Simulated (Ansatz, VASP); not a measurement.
## One calculation of TaN, two programs

```
Ta N
1.0
     0.00000    2.24176    2.27489
     2.24176    0.00000    2.27489
     2.24176    2.24176    0.00000
Ta N
1 1
Direct
  0.50000 0.50000 0.50000
  0.00000 0.00000 0.00000
```

Change from the starting cell: strain +0.015 along x and y, +0.030 along z, atoms carried along.

Alike in both runs: task single point; functional PBE; k mesh 24 × 24 × 24; occupations gaussian, width 0.15 eV; no spin polarisation.

|  | VASP | Ansatz |
| --- | --- | --- |
| version | VASP 6.6.1 | Ansatz 0.2.0 |
| potentials or method | VASP PAW PBE potentials, release 64 (Ta_pv, N), cutoff 520 eV | scalar-relativistic, plane waves, PAW |
| valence electrons in the cell | 16 | 18 |

```csv
,VASP,Ansatz,Ansatz less VASP
gap on the k mesh at the Fermi level (eV),none,none,-
pressure (GPa),-16.4,-17.0,-0.56
"traceless stress, the component that is largest in VASP (GPa)",-3.83,-3.81,+0.018
```

A gap of «none» marks a metal or a gap that the smearing closes. VASP's potentials hold 16 valence electrons a cell and Ansatz's 18, so a difference there can come from the potentials and not from the codes.

Neither program's run includes spin-orbit coupling.
